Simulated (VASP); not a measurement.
A run of VASP 6.6.1 is set up as follows.

The input INCAR:

```
SYSTEM = Ca
ALGO = Normal
EDIFF = 1E-7
ENCUT = 520
GGA = PS
ISIF = 2
ISMEAR = 0
LASPH = .True.
LCHARG = .False.
LREAL = .False.
LWAVE = .False.
NBANDS = 11
NELM = 100
PREC = Accurate
SIGMA = 0.15
```

File KPOINTS:

```
k-points
0
Gamma
  14 14 14
  0 0 0
```

File POSCAR:

```
Ca
1.0
    0.0000000000      2.9059680000      2.5706640000
    2.9059680000      0.0000000000      2.5706640000
    2.9059680000      2.9059680000      0.0000000000
Ca
1
Direct
    0.0000000000      0.0000000000      0.0000000000
```

Potentials or basis: VASP PAW PBE potentials, release 64 (Ca_sv).

Run with:

```sh
$ cat potpaw_PBE.64/Ca_sv/POTCAR > POTCAR
$ mpirun -np 1 vasp_std > vasp.out
```

Problem. What does it give for the band gap on the k mesh?

Solution. Zero (bands 5 and 6 overlap by 0.36 eV).

Problem. Estimate the pressure.

Solution. -1.1 GPa.

Stress tensor (GPa, compression positive):
```
-1.22  0.00  0.00
 0.00 -1.22  0.00
 0.00  0.00 -0.83
```

Caveat: the cell differs from its parent crystal (strain +0.040 along x and y, -0.080 along z); the PAW data sets were made with another functional, which shifts forces and pressure a little.
